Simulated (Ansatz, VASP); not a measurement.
**PbSe in VASP and in Ansatz**

```xyz
4
Lattice="2.1253 -5.9620 0.0000 2.1253 5.9620 0.0000 0.0000 0.0000 4.4335" Properties=species:S:1:pos:R:3 pbc="T T T"
Pb    2.1253   -1.5216    3.3251
Pb    2.1253    1.5216    1.1084
Se    2.1253   -4.3302    3.3251
Se    2.1253    4.3302    1.1084
```

Change from the starting cell: biaxial_xy strain -0.6%.

Alike in both runs: task single point; functional PBE; k mesh 6 × 6 × 6; occupations fermi-dirac, width 0.02 eV; no spin polarisation.

|  | VASP | Ansatz |
| --- | --- | --- |
| version | VASP 6.6.1 | Ansatz 0.2.0 |
| potentials or method | VASP PAW PBE potentials, release 64 (Pb_d, Se) | plane waves, PAW |
| plane-wave cutoff (eV) | 520 | 420 |
| valence electrons in the cell | 40 | 60 |

```tsv
	VASP	Ansatz	Ansatz less VASP
gap on the k mesh at the Fermi level (eV)	1.06	1.06	+0.001
pressure (GPa)	2.5	2.5	0.00
traceless stress, the component that is largest in VASP (GPa)	0.27	0.25	-0.022
rms of the force components (eV/Å)	0.077	0.073	-0.0043
```

Atom by atom the forces differ by 0.004 eV/Å (rms over components). The functional is the same, so the differences come from potentials, cutoffs and numerics. VASP's potentials hold 40 valence electrons a cell and Ansatz's 60, so a difference there can come from the potentials and not from the codes.

Spin-orbit coupling is off throughout.
